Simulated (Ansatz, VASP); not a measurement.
**B2Sb3Os in VASP and in Ansatz**

```xyz
6
Lattice="4.7632 0.0000 0.0000 0.0000 4.7632 0.0000 0.0000 0.0000 5.9040" Properties=species:S:1:pos:R:3 pbc="T T T"
B     2.3816    2.3816    0.0000
B     0.0000    0.0000    0.0000
Sb    0.0000    2.3816    0.0000
Sb    2.3816    0.0000    0.0000
Sb    2.3816    2.3816    2.9520
Os    0.0000    0.0000    2.9520
```

Alike in both runs: task relaxation of cell and atoms; functional PBE; k mesh 4 × 4 × 4; occupations gaussian, width 0.1 eV; no spin polarisation.

|  | VASP | Ansatz |
| --- | --- | --- |
| version | VASP 6.6.1 | Ansatz 0.2.0 |
| potentials or method | VASP PAW PBE potentials, release 64 (B, Sb, Os), cutoff 600 eV | scalar-relativistic, plane waves, PAW |
| valence electrons in the cell | 29 | 67 |

Ansatz gave:

- gap on the k mesh at the Fermi level, each at its own relaxed structure (eV): none
- relaxed volume (Å³/atom): 17.42
- relaxed length of the cell vector where the two differ most in proportion (Å): 4.546

**Question.** What did VASP give for the same quantities?

**Answer.** gap on the k mesh at the Fermi level, each at its own relaxed structure (eV): none; relaxed volume (Å³/atom): 17.44; relaxed length of the cell vector where the two differ most in proportion (Å): 4.548.

A gap of «none» marks a metal or a gap that the smearing closes. VASP's potentials hold 29 valence electrons a cell and Ansatz's 67, so a difference there can come from the potentials and not from the codes.

Spin-orbit coupling is off throughout. Noted on VASP's run: the volume moved by over 15 % at a fixed basis, so the end points are rough.
